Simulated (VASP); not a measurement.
Set up this calculation in VASP 6.6.1, as the native input.

| Item | Value |
| --- | --- |
| Task | single point |
| Functional | PBE |
| Dispersion | D4 |
| Potentials or basis | VASP PAW PBE potentials, release 64 (S, Pt) |
| Cutoff | 400 eV |
| k mesh | 12 × 12 × 1 |
| Occupations | gaussian, width 0.03 eV |
| Spin | no spin polarisation |
| Dipole correction | yes |
| Further INCAR settings | ALGO = Normal; EDIFF = 1e-06; NBANDS = 18; NELMDL = -8 |

The structure of PtS2 lies in POSCAR:

```
PtS2
1.0
    3.5600000000      0.0000000000      0.0000000000
   -1.7800000000      3.0830504375      0.0000000000
    0.0000000000      0.0000000000     16.4600000000
S Pt
2 1
Direct
    0.3333330000      0.6666670000      0.4252733900
    0.6666670000      0.3333330000      0.5747266100
    0.0000000000      0.0000000000      0.5000000000
```

The input as run:

INCAR

```
SYSTEM = PtS2
PREC = Accurate
ENCUT = 400
EDIFF = 1E-6
ISMEAR = 0
SIGMA = 0.03
LREAL = .FALSE.
LASPH = .TRUE.
NELM = 120
ALGO = Normal
ISIF = 2
LWAVE = .FALSE.
LCHARG = .TRUE.
LDIPOL = .TRUE.
IDIPOL = 3
DIPOL = 0.5 0.5 0.500
GGA = PE
IVDW = 13
LELF = .TRUE.
LVHAR = .TRUE.
LVACPOTAV = .TRUE.
NBANDS = 18
GGA_COMPAT = .FALSE.
NELMDL = -8
```

KPOINTS

```
regular mesh
0
G
  12 12 1
  0 0 0
```

Potentials or basis: VASP PAW PBE potentials, release 64 (S, Pt).

Command:

```console
$ cat potpaw_PBE.64/S/POTCAR potpaw_PBE.64/Pt/POTCAR > POTCAR
$ mpirun -np 1 vasp_std > vasp.out
```

Results of the run:

| Property | Result |
| --- | --- |
| Largest force | 0.050 eV/Å |
| Band gap on the k mesh | 1.80 eV (least direct gap 1.94 eV) |
| Dispersion energy per atom | -0.306 eV |

Caveat: spin-orbit coupling is left out, which moves the levels of the heavy elements.

Run time: 58 s on 1 thread of AMD EPYC 7R43 64-Core Processor (Zen 3), with other jobs on the host, peak memory 0.21 GiB.
